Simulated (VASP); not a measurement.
Wanted: the native input for a VASP 6.6.1 run.

```yaml
Task: single point
Functional: PBEsol
Potentials_or_basis: VASP PAW PBE potentials, release 64 (Si, O)
Cutoff: 520 eV
k_mesh: 8 × 8 × 11
Occupations: fermi-dirac, width 0.05 eV
Spin: no spin polarisation
Dipole_correction: no
k_mesh_for_the_DOS: 12 × 12 × 17
Occupations_for_the_DOS: tetrahedron
Further_INCAR_settings: ALGO = Normal; EDIFF = 1e-07
```

The system is SiO2 (rutile type).

```
Si O
1.0
     4.19475    0.00000    0.00000
     0.00000    4.19475    0.00000
     0.00000    0.00000    2.67837
Si O
2 4
Cartesian
  0.0000 0.0000 0.0000
  2.0974 2.0974 1.3392
  1.2839 1.2839 0.0000
  2.9109 2.9109 0.0000
  3.3813 0.8135 1.3392
  0.8135 3.3813 1.3392
```

The input as run:

POSCAR

```
SiO2
1.0
    4.1947535474      0.0000000000      0.0000000000
    0.0000000000      4.1947535474      0.0000000000
    0.0000000000      0.0000000000      2.6783698455
Si O
2 4
Direct
    0.0000000000      0.0000000000      0.0000000000
    0.5000000000      0.5000000000      0.5000000000
    0.3060671464      0.3060671464      0.0000000000
    0.6939328536      0.6939328536      0.0000000000
    0.8060671464      0.1939328536      0.5000000000
    0.1939328536      0.8060671464      0.5000000000
```

INCAR.step1

```
SYSTEM = SiO2
PREC = Accurate ; ENCUT = 520
EDIFF = 1E-7 ; ISMEAR = -1
SIGMA = 0.05 ; LREAL = .False.
LASPH = .True. ; NELM = 60
ALGO = Normal ; ISIF = 2
LWAVE = .False. ; LCHARG = .True.
GGA = PS ; NBANDS = 25
```

KPOINTS.step1

```
regular mesh
0
Gamma
  8 8 11
  0 0 0
```

INCAR.step2

```
SYSTEM = SiO2
PREC = Accurate ; ENCUT = 520
EDIFF = 1E-7 ; ISMEAR = -5
SIGMA = 0.05 ; LREAL = .False.
LASPH = .True. ; NELM = 60
ALGO = Normal ; ISIF = 2
LWAVE = .False. ; LCHARG = .False.
GGA = PS ; LORBIT = 11
NEDOS = 2001 ; ICHARG = 11
```

KPOINTS.step2

```
regular mesh
0
Gamma
  12 12 17
  0 0 0
```

Potentials or basis: VASP PAW PBE potentials, release 64 (Si, O).

Run with:

```console
$ cat potpaw_PBE.64/Si/POTCAR potpaw_PBE.64/O/POTCAR > POTCAR
$ cp INCAR.step1 INCAR
$ cp KPOINTS.step1 KPOINTS
$ mpirun -np 1 vasp_std > vasp.out
$ cp INCAR.step2 INCAR
$ cp KPOINTS.step2 KPOINTS
$ mpirun -np 1 vasp_std > vasp.out
```

It gave:

```json
{
  "Valence electrons inside the program's atomic spheres": "Si 1.46; O 5.21"
}
```

Wall time 64 s on 1 thread of Intel(R) Xeon(R) 6975P-C (Granite Rapids), on a shared host, peak memory 0.28 GiB.
